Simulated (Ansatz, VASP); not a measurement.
One calculation of MnH4, two programs

INCAR

```
SYSTEM = MnH4
ALGO     = Normal         ! electronic algorithm
EDIFF    = 1E-6           ! SCF threshold, eV
EDIFFG   = -0.04          ! ionic threshold
ENCUT    = 600            ! plane-wave cutoff, eV
GGA      = PE             ! functional
IBRION   = 2              ! ionic algorithm
ISIF     = 3              ! what is computed and relaxed
ISMEAR   = 0              ! smearing method
ISPIN    = 2              ! spin polarisation
LASPH    = .True.         ! aspherical terms in the spheres
LCHARG   = .False.        ! write CHGCAR
LMAXMIX  = 4              ! l up to which the mixer works
LORBIT   = 11             ! projections on sites
LREAL    = .False.        ! projectors in reciprocal space
LWAVE    = .False.        ! write WAVECAR
MAGMOM   = 4 0 0 0 0      ! initial moments
NELM     = 150            ! most SCF steps
NSW      = 90             ! ionic steps
PREC     = Accurate       ! precision mode
SIGMA    = 0.1            ! smearing width, eV
```

The input KPOINTS:

```
k-points
0
Gamma
  6 6 4
  0 0 0
```

Contents of POSCAR:

```
MnH4
1.0
    2.9042195400      0.0000000000      0.0000000000
    0.0000000000      2.9042195400      0.0000000000
    0.0000000000      0.0000000000      5.6550497700
Mn H
1 4
Direct
    0.5000000000      0.5000000000      0.5000000000
    0.0000000000      0.5000000000      0.1420885900
    0.5000000000      0.0000000000      0.1420885900
    0.0000000000      0.5000000000      0.8579114100
    0.5000000000      0.0000000000      0.8579114100
```

Input for Ansatz:

```yaml
crystal:
  lattice:
    - [2.90421954, 0.0, 0.0]
    - [0.0, 2.90421954, 0.0]
    - [0.0, 0.0, 5.65504977]
  atoms:
    - { symbol: Mn, position: [0.5, 0.5, 0.5], spin: 4.0 }
    - { symbol: H, position: [0.0, 0.5, 0.14208859] }
    - { symbol: H, position: [0.5, 0.0, 0.14208859] }
    - { symbol: H, position: [0.0, 0.5, 0.85791141] }
    - { symbol: H, position: [0.5, 0.0, 0.85791141] }
basis:
  ecutwfc: 420
kpoints:
  mp_grid: { grid: [6, 6, 4] }
hamiltonian:
  xc: pbe
scf:
  occupations: { method: gaussian, width: 0.1 }
  lower_state_search: "off"
output:
  forces: true
  stress: true
  eigenvalues: true
  populations: true
magnetization:
  spin_polarized: true
relax:
  adjacent_minimum: "off"
  f_tol: 0.04
  max_steps: 70
  cell: { stress_tol: 0.4 }
```

Alike in both runs: task relaxation of cell and atoms; functional PBE; k mesh 6 × 6 × 4; occupations gaussian, width 0.1 eV; collinear spin.

|  | VASP | Ansatz |
| --- | --- | --- |
| version | VASP 6.6.1 | Ansatz 0.2.0 |
| potentials or method | VASP PAW PBE potentials, release 64 (Mn_pv, H), cutoff 600 eV | scalar-relativistic, plane waves, PAW |
| valence electrons in the cell | 17 | 19 |

```tsv
	VASP	Ansatz	Ansatz less VASP
gap on the k mesh at the Fermi level, each at its own relaxed structure (eV)	none	none	-
net moment per atom (μB)	0.35	0.80	+0.444
size of the moment on the site where the two differ most (μB)	1.89	3.41	+1.518
relaxed volume (Å³/atom)	6.44	6.61	+0.171
relaxed cell length with the largest relative difference (Å)	4.606	3.837	-0.7686
```

The net moments are unlike, so the other rows may belong to different states. Site moments also hang on the region over which each program counts them. A gap of «none» marks a metal or a gap that the smearing closes. VASP's potentials hold 17 valence electrons a cell and Ansatz's 19, so a difference there can come from the potentials and not from the codes.

The k mesh is coarse, so the values compare programs but aren't converged. Noted on VASP's run: the volume moved by over 15 % at a fixed basis, so the end points are rough.
